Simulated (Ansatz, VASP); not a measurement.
# One calculation of Li, two programs

File INCAR:

```
PREC = Accurate
ENCUT = 750
EDIFF = 1E-6
ISMEAR = 0
SIGMA = 0.1
LREAL = False
LASPH = True
NELM = 120
ALGO = Normal
ISIF = 2
LWAVE = False
LCHARG = False
GGA = PE
NBANDS = 8
GGA_COMPAT = False
```

Contents of KPOINTS:

```
regular mesh
0
Gamma
  10 10 10
```

File POSCAR:

```
Li
1.0
    3.1140982600      0.0000000000      0.0000000000
    1.5570491300      2.6968882030      0.0000000000
    1.5570491300      0.8989627343      2.5426505820
Li
1
Direct
    0.0000000000      0.0000000000      0.0000000000
```

input.yaml

```yaml
crystal:
  lattice:
    - [3.11409826, 0.0, 0.0]
    - [1.55704913, 2.696888203, 0.0]
    - [1.55704913, 0.8989627343, 2.542650582]
  atoms:
    - { symbol: Li, position: [0.0, 0.0, 0.0] }
kpoints:
  mp_grid: { grid: [10, 10, 10] }
scf:
  occupations: { method: gaussian, width: 0.1 }
hamiltonian:
  xc: pbe
  pseudopotentials: { kind: all_electron, lapw: { basis_error: 0.001 } }
output:
  forces: true
  stress: true
  eigenvalues: true
```

Alike in both runs: task single point; functional PBE; k mesh 10 × 10 × 10; occupations gaussian, width 0.1 eV; no spin polarisation.

|  | VASP | Ansatz |
| --- | --- | --- |
| version | VASP 6.6.1 | Ansatz 0.2.0 |
| potentials or method | VASP PAW PBE potentials, release 64 (Li_sv), cutoff 750 eV | all-electron LAPW, scalar-relativistic |

Ansatz gave:

```
gap on the k mesh at the Fermi level (eV) : none
pressure (GPa)                            : -0.7
```

Problem. What did VASP give for the same quantities?

Solution. gap on the k mesh at the Fermi level (eV): none; pressure (GPa): -0.8.

A gap of «none» marks a metal or a gap that the smearing closes. Ansatz ran all-electron here, and VASP with PAW potentials.
